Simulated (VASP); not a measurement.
A run of VASP 6.6.1:

The input INCAR:

```
SYSTEM = H2Os
ALGO = Normal ; EDIFF = 1E-7
ENCUT = 520 ; GGA = PE
ISIF = 2 ; ISMEAR = 0
LASPH = .True. ; LCHARG = .False.
LREAL = .False. ; LWAVE = .False.
NBANDS = 12 ; NELM = 80
PREC = Accurate ; SIGMA = 0.1
```

Contents of KPOINTS:

```
k-points
0
Gamma
  8 8 4
  0 0 0
```

The input POSCAR:

```
H2Os
1.0
    2.5668543557      0.0000000000      0.0000000000
    0.0000000000      2.5668543557      0.0000000000
    0.0000000000      0.0000000000      3.5281517585
H Os
2 1
Direct
    0.5000000000      0.5000000000      0.5000000000
    0.0000000000      0.0000000000      0.5000000000
    0.0000000000      0.0000000000      0.0000000000
```

Potentials or basis: VASP PAW PBE potentials, release 64 (H, Os).

Command:

```bash
$ cat potpaw_PBE.64/H/POTCAR potpaw_PBE.64/Os/POTCAR > POTCAR
$ mpirun -np 1 vasp_std > vasp.out
```

Hardware: 1 thread of Intel(R) Xeon(R) 6975P-C (Granite Rapids), on a shared host.

Task: How long does it take, and how much memory?

Result: Run time: 5.6 s on 1 thread of Intel(R) Xeon(R) 6975P-C (Granite Rapids), on a shared host, peak memory 0.14 GiB. Counts: scf iterations 14, k points 45.
